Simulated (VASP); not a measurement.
# Cs4Zn (Pm-3m) in VASP: further runs, part 2 of 2

VASP 6.6.1. Earlier steps stand in the parts before.

**5. Single point, r2SCAN**

This run uses another cell than the first one, of 91.27 Å³/atom, 1.064 times its volume.

POSCAR reads:

```
Cs4Zn
1.0
    7.6990191000      0.0000000000      0.0000000000
    0.0000000000      7.6990191000      0.0000000000
    0.0000000000      0.0000000000      7.6990191000
Cs Zn
4 1
Direct
    0.5000000000      0.0000000000      0.0000000000
    0.0000000000      0.5000000000      0.0000000000
    0.0000000000      0.0000000000      0.5000000000
    0.5000000000      0.5000000000      0.5000000000
    0.0000000000      0.0000000000      0.0000000000
```

INCAR.step1 reads:

```
ALGO = Normal
EDIFF = 1E-4
ENCUT = 520
GGA = PE
ISMEAR = 0
LASPH = True
LCHARG = False
LREAL = False
LWAVE = True
NBANDS = 32
NELM = 100
PREC = Accurate
SIGMA = 0.1
```

INCAR.step2 reads:

```
ALGO = Normal
EDIFF = 1E-6
ENCUT = 520
ISIF = 2
ISMEAR = 0
ISTART = 1
LASPH = True
LCHARG = False
LMIXTAU = True
LREAL = False
LWAVE = False
METAGGA = R2SCAN
NBANDS = 32
NELM = 100
PREC = Accurate
SIGMA = 0.1
```

KPOINTS reads:

```
k-points
0
Gamma
  6 6 6
```

Potentials or basis: VASP PAW PBE potentials, release 64 (Cs_sv, Zn).

Run with:

```sh
$ cat potpaw_PBE.64/Cs_sv/POTCAR potpaw_PBE.64/Zn/POTCAR > POTCAR
$ cp INCAR.step1 INCAR
$ mpirun -np 1 vasp_std > vasp.out
$ cp INCAR.step2 INCAR
$ mpirun -np 1 vasp_std > vasp.out
```

OUTCAR:

```text
EDIFF = 1E-6
   ENCUT = 520
   ISIF = 2
   ISMEAR = 0
   ISTART = 1
   LASPH = True
   LREAL = False
   METAGGA = R2SCAN
   NELM = 100
   PREC = Accurate

 ion  position               nearest neighbor table
   1  0.500  0.000  0.000-
   2  0.000  0.500  0.000-
   3  0.000  0.000  0.500-
   4  0.500  0.500  0.500-
   5  0.000  0.000  0.000-

  LATTYP: Found a simple cubic cell.
[... 892 lines left out ...]

  FORCE on cell =-STRESS in cart. coord.  units (eV):
  Direction    XX          YY          ZZ          XY          YZ          ZX
  --------------------------------------------------------------------------------------
  -------------------------------------------------------------------------------------
  Total        0.1181552      0.1181552      0.1181552      0.0000000      0.0000000     -0.0000000
  in kB        0.4148177      0.4148177      0.4148177      0.0000000      0.0000000     -0.0000000
  external PRESSURE =       0.4148177 kB  Pullay stress =       0.0000000 kB

 VOLUME and BASIS-vectors are now :
 -----------------------------------------------------------------------------
  energy-cutoff  :      520.00
  volume of cell :      456.36
      direct lattice vectors                 reciprocal lattice vectors
     7.699019100  0.000000000  0.000000000     0.129886676  0.000000000  0.000000000
     0.000000000  7.699019100  0.000000000     0.000000000  0.129886676  0.000000000
     0.000000000  0.000000000  7.699019100     0.000000000  0.000000000  0.129886676

 POSITION                                       TOTAL-FORCE (eV/Angst)
 -----------------------------------------------------------------------------------
      3.84951      0.00000      0.00000         0.000000      0.000000      0.000000
      0.00000      3.84951      0.00000         0.000000      0.000000      0.000000
      0.00000      0.00000      3.84951         0.000000      0.000000      0.000000
      3.84951      3.84951      3.84951         0.000000      0.000000      0.000000
      0.00000      0.00000      0.00000         0.000000      0.000000      0.000000
 -----------------------------------------------------------------------------------
    total drift:                               -0.000000     -0.000000     -0.000000

  FREE ENERGIE OF THE ION-ELECTRON SYSTEM (eV)
  ---------------------------------------------------
  free  energy   TOTEN  =      -108.3779009037 eV

  energy  without entropy=     -108.3650108177  energy(sigma->0) =     -108.37145586
```

OSZICAR.step1:

```text
N       E                     dE             d eps       ncg     rms          rms(c)
DAV:   1     0.361788095014E+03    0.36179E+03   -0.17070E+04  1280   0.116E+03
DAV:   2     0.487978206944E+02   -0.31299E+03   -0.30543E+03  1624   0.229E+02
DAV:   3    -0.294538628329E+01   -0.51743E+02   -0.51528E+02  1592   0.959E+01
DAV:   4    -0.428104491488E+01   -0.13357E+01   -0.13343E+01  1512   0.184E+01
DAV:   5    -0.429703859484E+01   -0.15994E-01   -0.15989E-01  1696   0.211E+00    0.118E+00
DAV:   6    -0.413815152063E+01    0.15889E+00   -0.14169E-01  1504   0.179E+00    0.456E-01
DAV:   7    -0.411857242835E+01    0.19579E-01   -0.80904E-02  1552   0.972E-01    0.250E-01
DAV:   8    -0.411970746011E+01   -0.11350E-02   -0.90672E-03  1544   0.296E-01    0.717E-02
DAV:   9    -0.411982742160E+01   -0.11996E-03   -0.67047E-04  1288   0.115E-01    0.268E-02
DAV:  10    -0.411983760974E+01   -0.10188E-04   -0.40525E-05   936   0.242E-02
   1 F= -.41198376E+01 E0= -.41107065E+01  d E =-.182621E-01
```

It took 39 min on 1 thread of Oxide Virtual Turin-like, shared host; peak memory 0.66 GiB.

What came out:

* Free energy: -108.3779 eV
* Pressure: 0.0 GPa
* Band gap on the k mesh: zero (band 24 reaches 0.98 eV, above the bottom of band 25 at 0.19 eV)

Levels at points of the mesh, in eV from the Fermi level:
| k point | band 21 | band 22 | band 23 | band 24 | band 25 | band 26 | band 27 | band 28 |
| --- | --- | --- | --- | --- | --- | --- | --- | --- |
| (0.00, 0.00, 0.00) | -7.69 | -4.20 | -1.15 | 0.39 | 0.39 | 0.90 | 0.90 | 0.90 |
| (0.50, 0.00, 0.00) | -7.69 | -3.99 | -0.93 | -0.10 | 0.70 | 0.70 | 0.82 | 0.83 |
| (0.50, 0.50, 0.00) | -7.68 | -3.79 | -0.44 | -0.44 | -0.08 | 0.64 | 0.98 | 1.05 |
| (0.50, 0.50, 0.50) | -7.68 | -3.58 | -0.41 | -0.41 | -0.41 | 0.18 | 0.82 | 0.82 |

Caveat: the PAW data sets were made with another functional, which shifts forces and pressure a little; spin-orbit coupling is left out, which moves the levels of the heavy elements.

**6. Overview**

| level | cell | gap on the mesh (eV) | pressure (GPa) |
| --- | --- | --- | --- |
| PBE | a = 7.542 Å, 5 atoms | none | 0.2 |
| PBE | a = 7.621 Å, 5 atoms | none | 0.1 |
| PBE | a = 7.699 Å, 5 atoms | none | 0.0 |
| r2SCAN | a = 7.699 Å, 5 atoms | none | 0.0 |

Alike in all rows: task single point; potentials or basis VASP PAW PBE potentials, release 64 (Cs_sv, Zn); no spin polarisation; k mesh 6 × 6 × 6; cutoff (eV) 520; smearing gaussian 0.1 eV.

Caveats: spin-orbit coupling is left out, which moves the levels of the heavy elements; the PAW data sets were made with another functional, which shifts forces and pressure a little (some runs).

Total energies depend on the potentials used, so only differences within one code and one set of settings carry meaning.
